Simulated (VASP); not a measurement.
HRh6, 14 atoms in the cell. The cell holds a slab with vacuum, 14 atoms: a = 5.416 Å, b = 5.416 Å, c = 21.674 Å, α = 90.00°, β = 90.00°, γ = 90.00°. 

| Quantity | Value |
| --- | --- |
| Program | VASP 6.6.1 |
| Task | single point |
| Functional | PBE |
| Potentials or basis | VASP PAW PBE potentials, release 64 (Rh_pv, H) |
| Cutoff | 520 eV |
| k mesh | 5 × 5 × 1 |
| Occupations | gaussian, width 0.1 eV |
| Spin | no spin polarisation |
| Dipole correction | yes |
| Further INCAR settings | ALGO = Normal; EDIFF = 1e-06; NBANDS = 104 |

Potentials or basis: VASP PAW PBE potentials, release 64 (Rh_pv, H).

The run is started by

```bash
$ cat potpaw_PBE.64/Rh_pv/POTCAR potpaw_PBE.64/H/POTCAR > POTCAR
$ mpirun -np 1 vasp_std > vasp.out
```

Hardware: 1 thread of AMD EPYC 9R45 96-Core Processor (Zen 5), on a shared host.

Task: Estimate the wall time of this run.

Result: Wall time 11 min on 1 thread of AMD EPYC 9R45 96-Core Processor (Zen 5), on a shared host, peak memory 0.75 GiB. Counts: scf iterations 30, k points 9.
